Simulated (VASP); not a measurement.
# Si3B (Fm-3m) in VASP: further runs

The runs below take Si3B through single point, relaxation of cell and atoms, with PBE.

Program: VASP 6.6.1. These are calculated values, not measurements. Logs are shortened: lines on timing, memory, paths and dates and some standing lists are left out, and cuts for length are marked.

## 1. The cell of the first run

Symmetry: Fm-3m, No. 225, cubic system. The conventional cell has a = 7.672 Å, b = 7.672 Å, c = 7.672 Å, α = 90.00°, β = 90.00°, γ = 90.00°. Si (site symmetry 4mm) has 4 Si at 2.10 Å and 4 B at 2.75 Å within 2.8 Å. Within 3.6 Å of B (site symmetry -43m) lie 12 Si at 2.75 Å.

## 2. Single point, PBE

Contents of INCAR:

```
  PREC = Accurate
  ENCUT = 520
  EDIFF = 1E-7
  ISMEAR = 0
  SIGMA = 0.1
  LREAL = False
  LASPH = True
  NELM = 60
  ALGO = Normal
  ISIF = 2
  LWAVE = False
  LCHARG = False
  GGA = PE
  NBANDS = 25
```

Contents of KPOINTS:

```
Automatic mesh
0
Gamma
  4 4 4
```

Contents of POSCAR:

```
Si3B
1.0
    0.0000000000      3.8357766600      3.8357766600
    3.8357766600      0.0000000000      3.8357766600
    3.8357766600      3.8357766600      0.0000000000
Si B
6 2
Direct
    0.8061538400      0.1938461600      0.1938461600
    0.1938461600      0.8061538400      0.8061538400
    0.1938461600      0.8061538400      0.1938461600
    0.8061538400      0.1938461600      0.8061538400
    0.1938461600      0.1938461600      0.8061538400
    0.8061538400      0.8061538400      0.1938461600
    0.2500000000      0.2500000000      0.2500000000
    0.7500000000      0.7500000000      0.7500000000
```

Potentials or basis: VASP PAW PBE potentials, release 64 (Si, B).

Run with:

```sh
> cat potpaw_PBE.64/Si/POTCAR potpaw_PBE.64/B/POTCAR > POTCAR
> mpirun -np 1 vasp_std > vasp.out
```

OUTCAR:

```text
PREC = Accurate
   ENCUT = 520
   EDIFF = 1E-7
   ISMEAR = 0
   LREAL = False
   LASPH = True
   NELM = 60
   ISIF = 2
   GGA = PE

 ion  position               nearest neighbor table
   1  0.806  0.194  0.194-   3 2.10   4 2.10   5 2.10   6 2.10   2 2.97
   2  0.194  0.806  0.806-   3 2.10   4 2.10   5 2.10   6 2.10   1 2.97
   3  0.194  0.806  0.194-   1 2.10   2 2.10   5 2.10   6 2.10   4 2.97
   4  0.806  0.194  0.806-   1 2.10   2 2.10   5 2.10   6 2.10   3 2.97
   5  0.194  0.194  0.806-   1 2.10   2 2.10   3 2.10   4 2.10   6 2.97
   6  0.806  0.806  0.194-   1 2.10   2 2.10   3 2.10   4 2.10   5 2.97
   7  0.250  0.250  0.250-
   8  0.750  0.750  0.750-

  LATTYP: Found a face centered cubic cell.
 ALAT       =     7.6715533200

  Lattice vectors:

 A1 = (   0.0000000000,   3.8357766600,   3.8357766600)
 A2 = (   3.8357766600,   0.0000000000,   3.8357766600)
 A3 = (   3.8357766600,   3.8357766600,   0.0000000000)

Analysis of symmetry for initial positions (statically):
=====================================================================
 Subroutine PRICEL returns:
 Original cell was already a primitive cell.

 Routine SETGRP: Setting up the symmetry group for a
 face centered cubic supercell.

 Subroutine GETGRP returns: Found 48 space group operations
 (whereof 48 operations were pure point group operations)
 out of a pool of 48 trial point group operations.

The static configuration has the point symmetry O_h .

Analysis of symmetry for dynamics (positions and initial velocities):
=====================================================================
 Subroutine PRICEL returns:
 Original cell was already a primitive cell.

 Routine SETGRP: Setting up the symmetry group for a
 face centered cubic supercell.

 Subroutine GETGRP returns: Found 48 space group operations
 (whereof 48 operations were pure point group operations)
 out of a pool of 48 trial point group operations.

The dynamic configuration has the point symmetry O_h .

 Subroutine INISYM returns: Found 48 space group operations
 (whereof 48 operations are pure point group operations),
 and found     1 'primitive' translations

----------------------------------------------------------------------------------------

                                     Primitive cell

  volume of cell :     112.8730

  direct lattice vectors                    reciprocal lattice vectors
     0.000000000  3.835776660  3.835776660    -0.130351698  0.130351698  0.130351698
     3.835776660  0.000000000  3.835776660     0.130351698 -0.130351698  0.130351698
     3.835776660  3.835776660  0.000000000     0.130351698  0.130351698 -0.130351698

  length of vectors
     5.424607375  5.424607375  5.424607375     0.225775763  0.225775763  0.225775763

  position of ions in fractional coordinates (direct lattice)
     0.806153840  0.193846160  0.193846160
     0.193846160  0.806153840  0.806153840
     0.193846160  0.806153840  0.193846160
     0.806153840  0.193846160  0.806153840
     0.193846160  0.193846160  0.806153840
     0.806153840  0.806153840  0.193846160
     0.250000000  0.250000000  0.250000000
     0.750000000  0.750000000  0.750000000

  ion indices of the primitive-cell ions
   primitive index   ion index
                 1           1
                 2           2
                 3           3
                 4           4
                 5           5
                 6           6
                 7           7
                 8           8

----------------------------------------------------------------------------------------

 KPOINTS: Automatic mesh

Automatic generation of k-mesh.
 Grid dimensions read from file:
 generate k-points for:    4    4    4

 Generating k-lattice:

  Cartesian coordinates                     Fractional coordinates (reciprocal lattice)
    -0.032587924  0.032587924  0.032587924     0.250000000  0.000000000  0.000000000
     0.032587924 -0.032587924  0.032587924     0.000000000  0.250000000  0.000000000
     0.032587924  0.032587924 -0.032587924     0.000000000  0.000000000  0.250000000

  Length of vectors
     0.056443941  0.056443941  0.056443941

  Shift w.r.t. Gamma in fractional coordinates (k-lattice)
     0.000000000  0.000000000  0.000000000

 Subroutine IBZKPT returns following result:
 ===========================================

 Found      8 irreducible k-points:

 Following reciprocal coordinates:
            Coordinates               Weight
  0.000000  0.000000  0.000000      1.000000
  0.250000  0.000000  0.000000      8.000000
  0.500000  0.000000  0.000000      4.000000
  0.250000  0.250000  0.000000      6.000000
  0.500000  0.250000  0.000000     24.000000
 -0.250000  0.250000  0.000000     12.000000
  0.500000  0.500000  0.000000      3.000000
 -0.250000  0.500000  0.250000      6.000000
   k-points           NKPTS =      8   k-points in BZ     NKDIM =      8   number of bands    NBANDS=     25
   number of dos      NEDOS =    301   number of ions     NIONS =      8
   total plane-waves  NPLWV =  64000
   dimension x,y,z NGX =    40 NGY =   40 NGZ =   40
   dimension x,y,z NGXF=    80 NGYF=   80 NGZF=   80
   ions per type =               6   2
   NGX,Y,Z   is equivalent  to a cutoff of  12.26, 12.26, 12.26 a.u.
   NGXF,Y,Z  is equivalent  to a cutoff of  24.52, 24.52, 24.52 a.u.
 SYSTEM =  unknown system
   PREC   = accura    normal or accurate (medium, high low for compatibility)
   ISTART =      0    job   : 0-new  1-cont  2-samecut
   ICHARG =      2    charge: 1-file 2-atom 10-const
   ISPIN  =      1    spin polarized calculation?
   LNONCOLLINEAR =      F non collinear calculations
   LSORBIT =      F    spin-orbit coupling
   LASPH  =      T    aspherical Exc in radial PAW
   ENCUT  =  520.0 eV  38.22 Ry    6.18 a.u.  10.09 10.09 10.09*2*pi/ulx,y,z
   NELM   =     60;   NELMIN=  2; NELMDL= -5     # of ELM steps
   EDIFF  = 0.1E-06   stopping-criterion for ELM
   LREAL  =      F    real-space projection
   EDIFFG = 0.1E-05   stopping-criterion for IOM
   NSW    =      0    number of steps for IOM
   IBRION =     -1    ionic relax: 0-MD 1-quasi-New 2-CG
   NFREE  =      0    steps in history (QN), initial steepest desc. (CG)
   ISIF   =      2    stress and relaxation
   ISYM   =      2    0-nonsym 1-usesym 2-fastsym
   POTIM  = 0.5000    time-step for ionic-motion
   TEBEG  =    0.0;   TEEND  =   0.0 temperature during run
   PSTRESS=    0.0 pullay stress
   NELECT =      30.0000    total number of electrons
   NUPDOWN=      -1.0000    fix difference up-down
   EMIN   =  10.00;   EMAX   =-10.00  energy-range for DOS
   EFERMI =   0.00;   METHOD = LEGACY
   ISMEAR =     0;   SIGMA  =   0.10  broadening in eV -4-tet -1-fermi 0-gaus
   EFERMI_NEDOS =   21; number of points for ismear=-14 and -15
   IALGO  =     38    algorithm
   IMIX   =      4    mixing-type and parameters
     AMIX     =   0.40;   BMIX     =  1.00
     AMIX_MAG =   1.60;   BMIX_MAG =  1.00
  volume/ion in A,a.u.               =      14.11        95.21
  Fermi-wavevector in a.u.,A,eV,Ry     =   1.052572  1.989073 15.074010  1.107908
  Thomas-Fermi vector in A             =   2.187660
   LORBIT       =      0    0 simple, 1 ext, 2 COOP (PROOUT), +10 PAW based schemes
   GGA     = PE    functional components
   LHFCALC =     F    Hartree Fock is set to
   AEXX    =    0.0000 exact exchange contribution
   IVDW    =     0    specifies the selected vdW correction
   LEPSILON=     F    determine dielectric tensor
   LRPA    =     F    only Hartree local field effects (RPA)
 non-spin polarized calculation
 Gauss-broadening in eV      SIGMA  =   0.10
  energy-cutoff  :      520.00
  volume of cell :      112.87
 maximum number of plane-waves:      3071
   NGX = 21   NGY = 21   NGZ = 21

 number of electron      29.9999999 magnetization

 Free energy of the ion-electron system (eV)
  ---------------------------------------------------
  ext. energy  EPLUGINS =         0.00000000
  ---------------------------------------------------
  free energy    TOTEN  =       -28.02546554 eV

  energy without entropy =      -28.00114831  energy(sigma->0) =      -28.01330692

 E-fermi :   8.1733     XC(G=0): -10.6261

 val. band max:        8.1022698769   @ k =   0.5000   0.2500   0.0000
 cond. band min:       8.2026031936   @ k =   0.5000   0.5000   0.0000
 fundamental gap:      0.1003333167
 Fermi energy:         8.1732824094

 k-point     1 :       0.0000    0.0000    0.0000
  band No.  band energies     occupation
      1      -8.2983      2.00000
      2      -1.3912      2.00000
      3      -1.3912      2.00000
      4      -1.3912      2.00000
      5      -0.8188      2.00000
      6       1.7477      2.00000
[... 17 lines left out ...]
     24      11.8066      0.00000
     25      12.0838      0.00000

 k-point     2 :       0.2500    0.0000    0.0000
  band No.  band energies     occupation
      1      -8.1491      2.00000
      2      -2.7765      2.00000
      3      -1.5460      2.00000
      4      -1.5460      2.00000
      5      -0.1181      2.00000
      6       1.5769      2.00000
[... 17 lines left out ...]
     24      12.4817      0.00000
     25      13.0864      0.00000

 k-point     3 :       0.5000    0.0000    0.0000
  band No.  band energies     occupation
      1      -7.9775      2.00000
      2      -3.5094      2.00000
      3      -1.6736      2.00000
      4      -1.6736      2.00000
      5      -0.4030      2.00000
      6       2.0649      2.00000
[... 104 lines left out ...]
 k-point     7 :       0.5000    0.5000    0.0000
  band No.  band energies     occupation
      1      -7.8702      2.00000
      2      -3.4438      2.00000
      3      -2.1577      2.00000
      4      -2.1577      2.00000
      5      -0.2213      2.00000
      6       0.7186      2.00000
[... 17 lines left out ...]
     24      12.4391      0.00000
     25      13.6040      0.00000

 k-point     8 :      -0.2500    0.5000    0.2500
  band No.  band energies     occupation
      1      -7.8671      2.00000
      2      -2.9800      2.00000
      3      -2.9800      2.00000
      4      -2.2970      2.00000
      5       1.4445      2.00000
      6       1.4445      2.00000
[... 17 lines left out ...]
     24      12.5345      0.00000
     25      12.8054      0.00000

------------------------ aborting loop because EDIFF is reached ----------------------------------------

  FORCE on cell =-STRESS in cart. coord.  units (eV):
  Direction    XX          YY          ZZ          XY          YZ          ZX
  --------------------------------------------------------------------------------------
  -------------------------------------------------------------------------------------
  Total       24.8097755     24.8097755     24.8097755      0.0000000     -0.0000000      0.0000000
  in kB      352.1628052    352.1628052    352.1628052      0.0000000     -0.0000000      0.0000000
  external PRESSURE =     352.1628052 kB  Pullay stress =       0.0000000 kB

 VOLUME and BASIS-vectors are now :
 -----------------------------------------------------------------------------
  energy-cutoff  :      520.00
  volume of cell :      112.87
      direct lattice vectors                 reciprocal lattice vectors
     0.000000000  3.835776660  3.835776660    -0.130351698  0.130351698  0.130351698
     3.835776660  0.000000000  3.835776660     0.130351698 -0.130351698  0.130351698
     3.835776660  3.835776660  0.000000000     0.130351698  0.130351698 -0.130351698

 POSITION                                       TOTAL-FORCE (eV/Angst)
 -----------------------------------------------------------------------------------
      1.48710      3.83578      3.83578        10.726863      0.000000      0.000000
      6.18445      3.83578      3.83578       -10.726863      0.000000      0.000000
      3.83578      1.48710      3.83578         0.000000     10.726863      0.000000
      3.83578      6.18445      3.83578         0.000000    -10.726863      0.000000
      3.83578      3.83578      1.48710         0.000000      0.000000     10.726863
      3.83578      3.83578      6.18445         0.000000      0.000000    -10.726863
      1.91789      1.91789      1.91789         0.000000      0.000000      0.000000
      5.75366      5.75366      5.75366         0.000000      0.000000      0.000000
 -----------------------------------------------------------------------------------
    total drift:                                0.000000      0.000000     -0.000000

  FREE ENERGIE OF THE ION-ELECTRON SYSTEM (eV)
  ---------------------------------------------------
  free  energy   TOTEN  =       -28.0254655388 eV

  energy  without entropy=      -28.0011483101  energy(sigma->0) =      -28.01330692
```

It took 13 s on 1 thread of AMD EPYC 9R45 (Zen 5), shared host; peak memory 0.19 GiB.

Results:

| Quantity | Value |
| --- | --- |
| Free energy | -28.0255 eV |
| Pressure | 35.2 GPa |
| Largest force | 10.727 eV/Å |
| Band gap on the k mesh | zero (band 15 reaches 8.25 eV, above the bottom of band 16 at 7.80 eV) |

Forces on the atoms (eV/Å):
```
Si   10.727   0.000   0.000
Si  -10.727   0.000   0.000
Si    0.000  10.727   0.000
Si    0.000 -10.727   0.000
Si    0.000   0.000  10.727
Si    0.000   0.000 -10.727
B     0.000   0.000   0.000
B     0.000   0.000   0.000
```

Caveat: forces of over 1 eV/Å act on the atoms, so gaps and moduli don't describe the material at rest.

(Continued in part 2 of 2.)
